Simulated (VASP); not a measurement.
# SnO (P4/nmm) in VASP: single point with r2SCAN

Aim: the single point of SnO with r2SCAN.

All numbers are computed with VASP 6.6.1; they aren't measurements. Logs are shortened: lines on timing, memory, paths and dates and some standing lists are left out, and cuts for length are marked.

### Step 1. The cell of the first run

The structure is tetragonal, space group P4/nmm (No. 129). The conventional cell has a = 3.849 Å, b = 3.849 Å, c = 4.894 Å, α = 90.00°, β = 90.00°, γ = 90.00°. Within 3.0 Å of Sn (site symmetry 4mm) lie 4 O at 2.25 Å. Within 3.0 Å of O (site symmetry -4m2) lie 4 Sn at 2.25 Å and 4 O at 2.72 Å.

### Step 2. Single point, r2SCAN

POSCAR reads:

```
SnO
1.0
    3.8494000000      0.0000000000      0.0000000000
    0.0000000000      3.8494000000      0.0000000000
    0.0000000000      0.0000000000      4.8940000000
Sn O
2 2
Direct
    0.5000000000      0.0000000000      0.2377000000
    0.0000000000      0.5000000000      0.7623000000
    0.0000000000      0.0000000000      0.0000000000
    0.5000000000      0.5000000000      0.0000000000
```

INCAR.step1 reads:

```
ALGO = Normal ; EDIFF = 1E-5
ENCUT = 1480 ; GGA = PE
GGA_COMPAT = F ; ISMEAR = -1
LASPH = T ; LCHARG = F
LREAL = F ; LWAVE = T
NBANDS = 28 ; NELM = 120
PREC = Accurate ; SIGMA = 0.1
```

INCAR.step2 reads:

```
ALGO = Normal ; EDIFF = 1E-6
ENCUT = 1480 ; GGA_COMPAT = F
ISIF = 2 ; ISMEAR = -1
ISTART = 1 ; LASPH = T
LCHARG = F ; LMIXTAU = T
LREAL = F ; LWAVE = F
METAGGA = R2SCAN ; NBANDS = 28
NELM = 120 ; PREC = Accurate
SIGMA = 0.1
```

KPOINTS reads:

```
k-points
0
Gamma
  5 5 4
```

Potentials or basis: VASP PAW PBE potentials, release 64 (Sn_d, O_h).

Command:

```
$ cat potpaw_PBE.64/Sn_d/POTCAR potpaw_PBE.64/O_h/POTCAR > POTCAR
$ cp INCAR.step1 INCAR
$ mpirun -np 1 vasp_std > vasp.out
$ cp INCAR.step2 INCAR
$ mpirun -np 1 vasp_std > vasp.out
```

OUTCAR:

```text
EDIFF = 1E-6
   ENCUT = 1480
   ISIF = 2
   ISMEAR = -1
   ISTART = 1
   LASPH = T
   LREAL = F
   METAGGA = R2SCAN
   NELM = 120
   PREC = Accurate

 ion  position               nearest neighbor table
   1  0.500  0.000  0.238-   3 2.25   4 2.25   4 2.25   3 2.25   2 3.58   2 3.58   2 3.58   2 3.58
                             2 3.74   2 3.74   2 3.74   2 3.74
   2  0.000  0.500  0.762-   3 2.25   4 2.25   3 2.25   4 2.25   1 3.58   1 3.58   1 3.58   1 3.58
                             1 3.74   1 3.74   1 3.74   1 3.74
   3  0.000  0.000  0.000-   1 2.25   2 2.25   2 2.25   1 2.25
   4  0.500  0.500  0.000-   1 2.25   2 2.25   1 2.25   2 2.25

  LATTYP: Found a simple tetragonal cell.
 ALAT       =     3.8494000000
 C/A-ratio  =     1.2713669663

  Lattice vectors:

 A1 = (   3.8494000000,   0.0000000000,   0.0000000000)
 A2 = (   0.0000000000,   3.8494000000,   0.0000000000)
 A3 = (   0.0000000000,   0.0000000000,   4.8940000000)

Analysis of symmetry for initial positions (statically):
=====================================================================
 Subroutine PRICEL returns:
 Original cell was already a primitive cell.

 Routine SETGRP: Setting up the symmetry group for a
 simple tetragonal supercell.

 Subroutine GETGRP returns: Found 16 space group operations
 (whereof  8 operations were pure point group operations)
 out of a pool of 16 trial point group operations.

The static configuration has the point symmetry D_2d.
 The point group associated with its full space group is D_4h.

Analysis of symmetry for dynamics (positions and initial velocities):
=====================================================================
 Subroutine PRICEL returns:
 Original cell was already a primitive cell.

 Routine SETGRP: Setting up the symmetry group for a
 simple tetragonal supercell.

 Subroutine GETGRP returns: Found 16 space group operations
 (whereof  8 operations were pure point group operations)
 out of a pool of 16 trial point group operations.

The dynamic configuration has the point symmetry D_2d.
 The point group associated with its full space group is D_4h.

 Subroutine INISYM returns: Found 16 space group operations
 (whereof  8 operations are pure point group operations),
 and found     1 'primitive' translations

----------------------------------------------------------------------------------------

                                     Primitive cell

  volume of cell :      72.5187

  direct lattice vectors                    reciprocal lattice vectors
     3.849400000  0.000000000  0.000000000     0.259780745  0.000000000  0.000000000
     0.000000000  3.849400000  0.000000000     0.000000000  0.259780745  0.000000000
     0.000000000  0.000000000  4.894000000     0.000000000  0.000000000  0.204331835

  length of vectors
     3.849400000  3.849400000  4.894000000     0.259780745  0.259780745  0.204331835

  position of ions in fractional coordinates (direct lattice)
     0.500000000  0.000000000  0.237700000
     0.000000000  0.500000000  0.762300000
     0.000000000  0.000000000  0.000000000
     0.500000000  0.500000000  0.000000000

  ion indices of the primitive-cell ions
   primitive index   ion index
                 1           1
                 2           2
                 3           3
                 4           4

----------------------------------------------------------------------------------------

 KPOINTS: k-points

Automatic generation of k-mesh.
 Grid dimensions read from file:
 generate k-points for:    5    5    4

 Generating k-lattice:

  Cartesian coordinates                     Fractional coordinates (reciprocal lattice)
     0.051956149  0.000000000  0.000000000     0.200000000  0.000000000  0.000000000
     0.000000000  0.051956149  0.000000000     0.000000000  0.200000000  0.000000000
     0.000000000  0.000000000  0.051082959     0.000000000  0.000000000  0.250000000

  Length of vectors
     0.051956149  0.051956149  0.051082959

  Shift w.r.t. Gamma in fractional coordinates (k-lattice)
     0.000000000  0.000000000  0.000000000

 Subroutine IBZKPT returns following result:
 ===========================================

 Found     18 irreducible k-points:

 Following reciprocal coordinates:
            Coordinates               Weight
  0.000000  0.000000  0.000000      1.000000
  0.200000  0.000000  0.000000      4.000000
  0.400000  0.000000  0.000000      4.000000
  0.200000  0.200000  0.000000      4.000000
  0.400000  0.200000  0.000000      8.000000
  0.400000  0.400000  0.000000      4.000000
[... 10 lines left out ...]
  0.400000  0.200000  0.500000      8.000000
  0.400000  0.400000  0.500000      4.000000
   k-points           NKPTS =     18   k-points in BZ     NKDIM =     18   number of bands    NBANDS=     28
   number of dos      NEDOS =    301   number of ions     NIONS =      4
   total plane-waves  NPLWV = 147456
   dimension x,y,z NGX =    48 NGY =   48 NGZ =   64
   dimension x,y,z NGXF=    96 NGYF=   96 NGZF=  128
   ions per type =               2   2
   NGX,Y,Z   is equivalent  to a cutoff of  20.73, 20.73, 21.74 a.u.
   NGXF,Y,Z  is equivalent  to a cutoff of  41.46, 41.46, 43.48 a.u.
 SYSTEM =  unknown system
   PREC   = accura    normal or accurate (medium, high low for compatibility)
   ISTART =      1    job   : 0-new  1-cont  2-samecut
   ICHARG =      0    charge: 1-file 2-atom 10-const
   ISPIN  =      1    spin polarized calculation?
   LNONCOLLINEAR =      F non collinear calculations
   LSORBIT =      F    spin-orbit coupling
   LASPH  =      T    aspherical Exc in radial PAW
   ENCUT  = 1480.0 eV 108.78 Ry   10.43 a.u.  12.07 12.07 15.35*2*pi/ulx,y,z
   NELM   =    120;   NELMIN=  2; NELMDL=  0     # of ELM steps
   EDIFF  = 0.1E-05   stopping-criterion for ELM
   LREAL  =      F    real-space projection
   EDIFFG = 0.1E-04   stopping-criterion for IOM
   NSW    =      0    number of steps for IOM
   IBRION =     -1    ionic relax: 0-MD 1-quasi-New 2-CG
   NFREE  =      0    steps in history (QN), initial steepest desc. (CG)
   ISIF   =      2    stress and relaxation
   ISYM   =      2    0-nonsym 1-usesym 2-fastsym
   POTIM  = 0.5000    time-step for ionic-motion
   TEBEG  =    0.0;   TEEND  =   0.0 temperature during run
   PSTRESS=    0.0 pullay stress
   NELECT =      40.0000    total number of electrons
   NUPDOWN=      -1.0000    fix difference up-down
   EMIN   =  10.00;   EMAX   =-10.00  energy-range for DOS
   EFERMI =   0.00;   METHOD = LEGACY
   ISMEAR =    -1;   SIGMA  =   0.10  broadening in eV -4-tet -1-fermi 0-gaus
   EFERMI_NEDOS =   21; number of points for ismear=-14 and -15
   IALGO  =     38    algorithm
   IMIX   =      4    mixing-type and parameters
     AMIX     =   0.40;   BMIX     =  1.00
     AMIX_MAG =   1.60;   BMIX_MAG =  1.00
  volume/ion in A,a.u.               =      18.13       122.35
  Fermi-wavevector in a.u.,A,eV,Ry     =   1.342594  2.537135 24.525312  1.802560
  Thomas-Fermi vector in A             =   2.470736
   LORBIT       =      0    0 simple, 1 ext, 2 COOP (PROOUT), +10 PAW based schemes
   METAGGA = R2SCAN    functional components
   LHFCALC =     F    Hartree Fock is set to
   AEXX    =    0.0000 exact exchange contribution
   IVDW    =     0    specifies the selected vdW correction
   LEPSILON=     F    determine dielectric tensor
   LRPA    =     F    only Hartree local field effects (RPA)
 non-spin polarized calculation
  energy-cutoff  :     1480.00
  volume of cell :       72.52
 maximum number of plane-waves:      9404
   NGX = 25   NGY = 25   NGZ = 31

 number of electron      40.0000002 magnetization

 Free energy of the ion-electron system (eV)
  ---------------------------------------------------
  ext. energy  EPLUGINS =         0.00000000
  ---------------------------------------------------
  free energy    TOTEN  =       -66.91462571 eV

  energy without entropy =      -66.91344915  energy(sigma->0) =      -66.91403743

 E-fermi :   7.1503     XC(G=0): -10.7471

 val. band max:        6.8416433788   @ k =   0.0000   0.0000   0.0000
 cond. band min:       7.5726823806   @ k =   0.4000   0.4000   0.0000
 fundamental gap:      0.7310390018
 Fermi energy:         7.1502777313

 k-point     1 :       0.0000    0.0000    0.0000
  band No.  band energies     occupation
      1     -15.8986      2.00000
      2     -15.4250      2.00000
      3     -15.4131      2.00000
      4     -15.4131      2.00000
      5     -15.3772      2.00000
      6     -15.3518      2.00000
[... 20 lines left out ...]
     27      13.8966      0.00000
     28      14.5981      0.00000

 k-point     2 :       0.2000    0.0000    0.0000
  band No.  band energies     occupation
      1     -15.8760      2.00000
      2     -15.4851      2.00000
      3     -15.4073      2.00000
      4     -15.4044      2.00000
      5     -15.3972      2.00000
      6     -15.3794      2.00000
[... 20 lines left out ...]
     27      14.3074      0.00000
     28      16.9011      0.00000

 k-point     3 :       0.4000    0.0000    0.0000
  band No.  band energies     occupation
      1     -15.8113      2.00000
      2     -15.6849      2.00000
      3     -15.3913      2.00000
      4     -15.3875      2.00000
      5     -15.3827      2.00000
      6     -15.3820      2.00000
[... 20 lines left out ...]
     27      15.0195      0.00000
     28      16.6951      0.00000

 k-point     4 :       0.2000    0.2000    0.0000
  band No.  band energies     occupation
      1     -15.8609      2.00000
      2     -15.5700      2.00000
      3     -15.4183      2.00000
      4     -15.4059      2.00000
      5     -15.3798      2.00000
      6     -15.3791      2.00000
[... 392 lines left out ...]
     27      17.1146      0.00000
     28      17.5156      0.00000

 k-point    17 :       0.4000    0.2000    0.5000
  band No.  band energies     occupation
      1     -15.8133      2.00000
      2     -15.7251      2.00000
      3     -15.4048      2.00000
      4     -15.4023      2.00000
      5     -15.3761      2.00000
      6     -15.3746      2.00000
[... 20 lines left out ...]
     27      17.3032      0.00000
     28      17.5543      0.00000

 k-point    18 :       0.4000    0.4000    0.5000
  band No.  band energies     occupation
      1     -15.8046      2.00000
      2     -15.7733      2.00000
      3     -15.3904      2.00000
      4     -15.3810      2.00000
      5     -15.3765      2.00000
      6     -15.3716      2.00000
[... 20 lines left out ...]
     27      17.2389      0.00000
     28      17.3463      0.00000

------------------------ aborting loop because EDIFF is reached ----------------------------------------

  FORCE on cell =-STRESS in cart. coord.  units (eV):
  Direction    XX          YY          ZZ          XY          YZ          ZX
  --------------------------------------------------------------------------------------
  -------------------------------------------------------------------------------------
  Total       -1.2923125     -1.2923125     -0.9230777      0.0000000     -0.0000000      0.0000000
  in kB      -28.5514451    -28.5514451    -20.3938290      0.0000000     -0.0000000      0.0000000
  external PRESSURE =     -25.8322398 kB  Pullay stress =       0.0000000 kB

 VOLUME and BASIS-vectors are now :
 -----------------------------------------------------------------------------
  energy-cutoff  :     1480.00
  volume of cell :       72.52
      direct lattice vectors                 reciprocal lattice vectors
     3.849400000  0.000000000  0.000000000     0.259780745  0.000000000  0.000000000
     0.000000000  3.849400000  0.000000000     0.000000000  0.259780745  0.000000000
     0.000000000  0.000000000  4.894000000     0.000000000  0.000000000  0.204331835

 POSITION                                       TOTAL-FORCE (eV/Angst)
 -----------------------------------------------------------------------------------
      1.92470      0.00000      1.16330         0.000000      0.000000     -0.456811
      0.00000      1.92470      3.73070         0.000000     -0.000000      0.456811
      0.00000      0.00000      0.00000         0.000000      0.000000      0.000000
      1.92470      1.92470      0.00000         0.000000      0.000000      0.000000
 -----------------------------------------------------------------------------------
    total drift:                                0.000000      0.000000      0.000000

  FREE ENERGIE OF THE ION-ELECTRON SYSTEM (eV)
  ---------------------------------------------------
  free  energy   TOTEN  =       -66.9146257071 eV

  energy  without entropy=      -66.9134491530  energy(sigma->0) =      -66.91403743
```

Run time: 11 min. Hardware: 1 thread of AMD EPYC 7R43 (Zen 3), shared host; peak memory 0.44 GiB.

What came out:

| Property | Result |
| --- | --- |
| Free energy | -66.9146 eV |
| Pressure | -2.6 GPa |
| Largest force | 0.457 eV/Å |
| Band gap on the k mesh | 0.73 eV (least direct gap 2.37 eV) |

Forces on the atoms (eV/Å):
```
Sn   0.000  0.000 -0.457
Sn   0.000  0.000  0.457
O    0.000  0.000  0.000
O    0.000  0.000  0.000
```

Levels at points of the mesh, in eV from the valence-band top:
```
           k point  band 18  band 19  band 20  band 21  band 22  band 23
(0.00, 0.00, 0.00)    -3.31    -3.31     0.00     2.37     4.67     4.87
(0.00, 0.00, 0.50)    -3.32    -3.16    -2.32     2.04     3.20     3.20
```

Caveat: semilocal functionals underestimate gaps, and a narrow one can read as zero; the PAW data sets were made with another functional, which shifts forces and pressure a little; spin-orbit coupling is left out, which moves the levels of the heavy elements. A k mesh can miss the band edges.
